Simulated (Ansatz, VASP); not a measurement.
**Two plane-wave programs on KTaO3**

```
K Ta O
1.0
     4.01600    0.00000    0.00000
     0.00000    4.01600    0.00000
     0.00000    0.00000    4.01600
K Ta O
1 1 3
Direct
  0.50000 0.50000 0.50000
  0.00000 0.00000 0.00000
  0.50000 0.00000 0.00000
  0.00000 0.50000 0.00000
  0.00000 0.00000 0.50000
```

Alike in both runs: functional r2SCAN; k mesh 8 × 8 × 8; occupations fermi-dirac, width 0.02 eV; no spin polarisation.

Ansatz relaxed the structure, and its values are those at the end. VASP's run is a single point on that final structure, the one shown.

|  | VASP | Ansatz |
| --- | --- | --- |
| version | VASP 6.6.1 | Ansatz 0.2.0 |
| potentials or method | VASP PAW PBE potentials, release 64 (K_sv, Ta_pv, O), cutoff 520 eV | PAW plane waves |
| valence electrons in the cell | 38 | 40 |

VASP gave:

| Item | Value |
| --- | --- |
| gap on the k mesh at the Fermi level (eV) | 2.55 |
| pressure (GPa) | -3.0 |

Q: Estimate Ansatz's values.

A: gap on the k mesh at the Fermi level (eV): 2.59; pressure (GPa): -4.0.

VASP's potentials were made for PBE, not for r2SCAN. VASP's potentials hold 38 valence electrons a cell and Ansatz's 40, so a difference there can come from the potentials and not from the codes. Ansatz's warnings: stress scf threshold loose.

Spin-orbit coupling is off throughout.
